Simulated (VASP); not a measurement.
# NbCu (Fm-3m) in VASP: a series of runs

NbCu is run at these levels: BLYP, PBEsol-based screened hybrid with 25 % exact exchange; tasks: relaxation of cell and atoms, single point.

Everything below comes from runs of VASP 6.6.1. Logs are shortened: lines on timing, memory, paths and dates and some standing lists are left out, and cuts for length are marked.

**1. The cell of the first run**

Symmetry: Fm-3m, No. 225, cubic system. Conventional cell: a = 5.124 Å, b = 5.124 Å, c = 5.124 Å, α = 90.00°, β = 90.00°, γ = 90.00°. Within 3.4 Å of Nb (site symmetry m-3m) lie 6 Cu at 2.56 Å. Within 3.4 Å of Cu (site symmetry m-3m) lie 6 Nb at 2.56 Å.

**2. Relaxation of cell and atoms, BLYP**

File INCAR:

```
  PREC = Accurate
  ENCUT = 600
  EDIFF = 1E-6
  ISMEAR = -1
  SIGMA = 0.05
  LREAL = F
  LASPH = T
  NELM = 80
  ALGO = Normal
  ISIF = 3
  LWAVE = F
  LCHARG = F
  GGA = B5
  ALDAX = 1.0
  AGGAX = 1.0
  AGGAC = 1.0
  ALDAC = 0.0
  IBRION = 2
  NSW = 60
  EDIFFG = -0.01
```

File KPOINTS:

```
regular mesh
0
Gamma
  9 9 9
```

File POSCAR:

```
NbCu
1.0
    0.0000000000      2.5622100000      2.5622100000
    2.5622100000      0.0000000000      2.5622100000
    2.5622100000      2.5622100000      0.0000000000
Nb Cu
1 1
Direct
    0.0000000000      0.0000000000      0.0000000000
    0.5000000000      0.5000000000      0.5000000000
```

Potentials or basis: VASP PAW PBE potentials, release 64 (Nb_sv, Cu).

Run with:

```bash
$ cat potpaw_PBE.64/Nb_sv/POTCAR potpaw_PBE.64/Cu/POTCAR > POTCAR
$ mpirun -np 1 vasp_std > vasp.out
```

OUTCAR:

```text
PREC = Accurate
   ENCUT = 600
   EDIFF = 1E-6
   ISMEAR = -1
   LREAL = F
   LASPH = T
   NELM = 80
   ISIF = 3
   GGA = B5
   IBRION = 2
   NSW = 60
   EDIFFG = -0.01

 ion  position               nearest neighbor table
   1  0.000  0.000  0.000-   2 2.56   2 2.56   2 2.56   2 2.56   2 2.56   2 2.56
   2  0.500  0.500  0.500-   1 2.56   1 2.56   1 2.56   1 2.56   1 2.56   1 2.56

  LATTYP: Found a face centered cubic cell.
 ALAT       =     5.1244200000

  Lattice vectors:

 A1 = (   0.0000000000,   2.5622100000,   2.5622100000)
 A2 = (   2.5622100000,   0.0000000000,   2.5622100000)
 A3 = (   2.5622100000,   2.5622100000,   0.0000000000)

Analysis of symmetry for initial positions (statically):
=====================================================================
 Subroutine PRICEL returns:
 Original cell was already a primitive cell.

 Routine SETGRP: Setting up the symmetry group for a
 face centered cubic supercell.

 Subroutine GETGRP returns: Found 48 space group operations
 (whereof 48 operations were pure point group operations)
 out of a pool of 48 trial point group operations.

The static configuration has the point symmetry O_h .

Analysis of symmetry for dynamics (positions and initial velocities):
=====================================================================
 Subroutine PRICEL returns:
 Original cell was already a primitive cell.

 Routine SETGRP: Setting up the symmetry group for a
 face centered cubic supercell.

 Subroutine GETGRP returns: Found 48 space group operations
 (whereof 48 operations were pure point group operations)
 out of a pool of 48 trial point group operations.

The dynamic configuration has the point symmetry O_h .

 Subroutine INISYM returns: Found 48 space group operations
 (whereof 48 operations are pure point group operations),
 and found     1 'primitive' translations

----------------------------------------------------------------------------------------

                                     Primitive cell

  volume of cell :      33.6414

  direct lattice vectors                    reciprocal lattice vectors
     0.000000000  2.562210000  2.562210000    -0.195144036  0.195144036  0.195144036
     2.562210000  0.000000000  2.562210000     0.195144036 -0.195144036  0.195144036
     2.562210000  2.562210000  0.000000000     0.195144036  0.195144036 -0.195144036

  length of vectors
     3.623512132  3.623512132  3.623512132     0.337999385  0.337999385  0.337999385

  position of ions in fractional coordinates (direct lattice)
     0.000000000  0.000000000  0.000000000
     0.500000000  0.500000000  0.500000000

  ion indices of the primitive-cell ions
   primitive index   ion index
                 1           1
                 2           2

----------------------------------------------------------------------------------------

 KPOINTS: regular mesh

Automatic generation of k-mesh.
 Grid dimensions read from file:
 generate k-points for:    9    9    9

 Generating k-lattice:

  Cartesian coordinates                     Fractional coordinates (reciprocal lattice)
    -0.021682671  0.021682671  0.021682671     0.111111111  0.000000000  0.000000000
     0.021682671 -0.021682671  0.021682671     0.000000000  0.111111111  0.000000000
     0.021682671  0.021682671 -0.021682671     0.000000000  0.000000000  0.111111111

  Length of vectors
     0.037555487  0.037555487  0.037555487

  Shift w.r.t. Gamma in fractional coordinates (k-lattice)
     0.000000000  0.000000000  0.000000000

 Subroutine IBZKPT returns following result:
 ===========================================

 Found     35 irreducible k-points:

 Following reciprocal coordinates:
            Coordinates               Weight
  0.000000  0.000000  0.000000      1.000000
  0.111111  0.000000  0.000000      8.000000
  0.222222  0.000000  0.000000      8.000000
  0.333333  0.000000  0.000000      8.000000
  0.444444  0.000000  0.000000      8.000000
  0.111111  0.111111  0.000000      6.000000
[... 16 lines left out ...]
 -0.333333  0.333333  0.000000     12.000000
  0.444444  0.444444  0.000000      6.000000
 [... further k-points ...]
   k-points           NKPTS =     35   k-points in BZ     NKDIM =     35   number of bands    NBANDS=     16
   number of dos      NEDOS =    301   number of ions     NIONS =      2
   total plane-waves  NPLWV =  27000
   dimension x,y,z NGX =    30 NGY =   30 NGZ =   30
   dimension x,y,z NGXF=    60 NGYF=   60 NGZF=   60
   ions per type =               1   1
   NGX,Y,Z   is equivalent  to a cutoff of  13.76, 13.76, 13.76 a.u.
   NGXF,Y,Z  is equivalent  to a cutoff of  27.53, 27.53, 27.53 a.u.
 SYSTEM =  unknown system
   PREC   = accura    normal or accurate (medium, high low for compatibility)
   ISTART =      0    job   : 0-new  1-cont  2-samecut
   ICHARG =      2    charge: 1-file 2-atom 10-const
   ISPIN  =      1    spin polarized calculation?
   LNONCOLLINEAR =      F non collinear calculations
   LSORBIT =      F    spin-orbit coupling
   LASPH  =      T    aspherical Exc in radial PAW
   ENCUT  =  600.0 eV  44.10 Ry    6.64 a.u.   7.24  7.24  7.24*2*pi/ulx,y,z
   NELM   =     80;   NELMIN=  2; NELMDL= -5     # of ELM steps
   EDIFF  = 0.1E-05   stopping-criterion for ELM
   LREAL  =      F    real-space projection
   EDIFFG = -.1E-01   stopping-criterion for IOM
   NSW    =     60    number of steps for IOM
   IBRION =      2    ionic relax: 0-MD 1-quasi-New 2-CG
   NFREE  =      1    steps in history (QN), initial steepest desc. (CG)
   ISIF   =      3    stress and relaxation
   ISYM   =      2    0-nonsym 1-usesym 2-fastsym
   POTIM  = 0.5000    time-step for ionic-motion
   TEBEG  =    0.0;   TEEND  =   0.0 temperature during run
   PSTRESS=    0.0 pullay stress
   NELECT =      24.0000    total number of electrons
   NUPDOWN=      -1.0000    fix difference up-down
   EMIN   =  10.00;   EMAX   =-10.00  energy-range for DOS
   EFERMI =   0.00;   METHOD = LEGACY
   ISMEAR =    -1;   SIGMA  =   0.05  broadening in eV -4-tet -1-fermi 0-gaus
   EFERMI_NEDOS =   21; number of points for ismear=-14 and -15
   IALGO  =     38    algorithm
   IMIX   =      4    mixing-type and parameters
     AMIX     =   0.40;   BMIX     =  1.00
     AMIX_MAG =   1.60;   BMIX_MAG =  1.00
  volume/ion in A,a.u.               =      16.82       113.51
  Fermi-wavevector in a.u.,A,eV,Ry     =   1.462808  2.764305 29.113827  2.139806
  Thomas-Fermi vector in A             =   2.578977
   LORBIT       =      0    0 simple, 1 ext, 2 COOP (PROOUT), +10 PAW based schemes
   GGA     = B5    functional components
   LHFCALC =     F    Hartree Fock is set to
   AEXX    =    0.0000 exact exchange contribution
   IVDW    =     0    specifies the selected vdW correction
   LEPSILON=     F    determine dielectric tensor
   LRPA    =     F    only Hartree local field effects (RPA)
 conjugate gradient relaxation of ions
 non-spin polarized calculation
  energy-cutoff  :      600.00
  volume of cell :       33.64
 maximum number of plane-waves:      1139
 NGX is ok and might be reduce to    30
   NGX = 15   NGY = 15   NGZ = 15

--------------------------------------- Ionic step        1  -------------------------------------------

 number of electron      24.0000009 magnetization

 Free energy of the ion-electron system (eV)
  ---------------------------------------------------
  ext. energy  EPLUGINS =         0.00000000
  ---------------------------------------------------
  free energy    TOTEN  =       -10.58068737 eV

  energy without entropy =      -10.55436776  energy(sigma->0) =      -10.56752757

------------------------ aborting loop because EDIFF is reached ----------------------------------------

  FORCE on cell =-STRESS in cart. coord.  units (eV):
  Direction    XX          YY          ZZ          XY          YZ          ZX
  --------------------------------------------------------------------------------------
  -------------------------------------------------------------------------------------
  Total        1.3611456      1.3611456      1.3611456     -0.0000000      0.0000000     -0.0000000
  in kB       64.8247714     64.8247714     64.8247714     -0.0000000      0.0000000     -0.0000000
  external PRESSURE =      64.8247714 kB  Pullay stress =       0.0000000 kB
[... 57 lines left out ...]
  energy  without entropy=      -10.5495692200  energy(sigma->0) =      -10.56420780

--------------------------------------- Ionic step        3  -------------------------------------------

 number of electron      23.9999988 magnetization

 Free energy of the ion-electron system (eV)
  ---------------------------------------------------
  ext. energy  EPLUGINS =         0.00000000
  ---------------------------------------------------
  free energy    TOTEN  =       -10.61197413 eV

  energy without entropy =      -10.58433485  energy(sigma->0) =      -10.59815449

 E-fermi :   8.3469     XC(G=0): -11.0613

 val. band max:        8.3347350745   @ k =  -0.3333   0.4444   0.2222
 cond. band min:       8.3544168295   @ k =   0.4444   0.3333   0.1111
 fundamental gap:      0.0196817549
 Fermi energy:         8.3469231859

 k-point     1 :       0.0000    0.0000    0.0000
  band No.  band energies     occupation
      1     -46.7090      2.00000
      2     -22.7642      2.00000
      3     -22.7642      2.00000
      4     -22.7642      2.00000
      5       1.6487      2.00000
      6       4.1999      2.00000
[... 8 lines left out ...]
     15      10.5215      0.00000
     16      16.9057      0.00000
[... 420 lines left out ...]
  band No.  band energies     occupation
      1     -46.6931      2.00000
      2     -22.8983      2.00000
      3     -22.8180      2.00000
      4     -22.8180      2.00000
      5       3.8833      2.00000
      6       4.1204      2.00000
[... 8 lines left out ...]
     15      10.9690      0.00000
     16      13.1777      0.00000

 [... further k-points ...]

------------------------ aborting loop because EDIFF is reached ----------------------------------------

  FORCE on cell =-STRESS in cart. coord.  units (eV):
  Direction    XX          YY          ZZ          XY          YZ          ZX
  --------------------------------------------------------------------------------------
  -------------------------------------------------------------------------------------
  Total        0.0098833      0.0098833      0.0098833      0.0000000      0.0000000      0.0000000
  in kB        0.4489954      0.4489954      0.4489954      0.0000000      0.0000000      0.0000000
  external PRESSURE =       0.4489954 kB  Pullay stress =       0.0000000 kB
[... 17 lines left out ...]
  FREE ENERGIE OF THE ION-ELECTRON SYSTEM (eV)
  ---------------------------------------------------
  free  energy   TOTEN  =       -10.6119741332 eV

  energy  without entropy=      -10.5843348512  energy(sigma->0) =      -10.59815449

 reached required accuracy - stopping structural energy minimisation
```

Run time: 65 s. Hardware: 1 thread of Intel Xeon 6975P-C (Granite Rapids), shared host; peak memory 0.19 GiB.

Results:

```
Free energy                           : -10.6120 eV
Relaxed volume                        : 17.63 Å³/atom
Relaxed cell                          : a = 3.681 Å, b = 3.681 Å, c = 3.681 Å, α = 60.00°, β = 60.00°, γ = 60.00°
Space group after relaxing (to 0.1 Å) : Fm-3m (No. 225)
Energy gained by relaxing             : 15.6 meV/atom
Ionic steps                           : 3
Pressure after relaxing               : 0.0 GPa
Band gap on the k mesh                : zero (bands 12 and 13 overlap by 1.71 eV)
```

Step by step:
```csv
step,energy change (eV),largest force (eV/Å),pressure (GPa),volume (Å³)
1,0.0000,0.0000,6.48,33.64
2,0.0018,0.0000,-5.58,37.07
3,-0.0313,0.0000,0.04,35.27
```

Final structure:
```
Nb Cu
1.0
     0.00000    2.60283    2.60283
     2.60283    0.00000    2.60283
     2.60283    2.60283    0.00000
Nb Cu
1 1
Direct
  0.00000 0.00000 0.00000
  0.50000 0.50000 0.50000
```

Caveat: the PAW data sets were made with another functional, which shifts forces and pressure a little.

**3. Single point, PBEsol-based screened hybrid with 25 % exact exchange**

This run uses another cell than the first one, of 16.03 Å³/atom.

File POSCAR:

```
NbCu
1.0
    0.0000000000      2.5213789187      2.5213789187
    2.5213789187      0.0000000000      2.5213789187
    2.5213789187      2.5213789187      0.0000000000
Nb Cu
1 1
Direct
    0.0000000000      0.0000000000      0.0000000000
    0.5000000000      0.5000000000      0.5000000000
```

File INCAR.step1:

```
ALGO = Normal
EDIFF = 1E-5
ENCUT = 520
GGA = PE
ISIF = 2
ISMEAR = -1
LASPH = T
LCHARG = F
LREAL = F
LWAVE = T
NBANDS = 19
NELM = 100
PREC = Accurate
SIGMA = 0.05
```

File INCAR.step2:

```
AEXX = 0.25
ALGO = Normal
EDIFF = 1E-7
ENCUT = 520
GGA = PS
HFSCREEN = 0.207
ISIF = 2
ISMEAR = -1
ISTART = 1
LASPH = T
LCHARG = F
LHFCALC = T
LREAL = F
LWAVE = F
NBANDS = 19
NELM = 100
PREC = Accurate
PRECFOCK = Normal
SIGMA = 0.05
```

File KPOINTS:

```
k-points
0
Gamma
  5 5 5
```

Potentials or basis: VASP PAW PBE potentials, release 64 (Nb_sv, Cu).

Run with:

```bash
$ cat potpaw_PBE.64/Nb_sv/POTCAR potpaw_PBE.64/Cu/POTCAR > POTCAR
$ cp INCAR.step1 INCAR
$ mpirun -np 1 vasp_std > vasp.out
$ cp INCAR.step2 INCAR
$ mpirun -np 1 vasp_std > vasp.out
```

It took 52 min on 1 thread of Oxide Virtual Turin-like, shared host; peak memory 0.23 GiB.

The run converged. Its results:

```yaml
Free_energy: -14.6575 eV
Pressure: -0.1 GPa
Band_gap_on_the_k_mesh: zero (bands 12 and 13 overlap by 2.23 eV)
```

Levels at points of the mesh, in eV from the Fermi level:
| k point | band 8 | band 9 | band 10 | band 11 | band 12 | band 13 | band 14 | band 15 | band 16 | band 17 |
| --- | --- | --- | --- | --- | --- | --- | --- | --- | --- | --- |
| (0.00, 0.00, 0.00) | -5.33 | -5.33 | -5.33 | 1.53 | 1.53 | 1.53 | 3.09 | 3.09 | 10.18 | 10.18 |

Caveat: the k points lie up to 0.43 Å⁻¹ apart, too coarse for converged energies and pressures of a metal; the PAW data sets were made with another functional, which shifts forces and pressure a little.
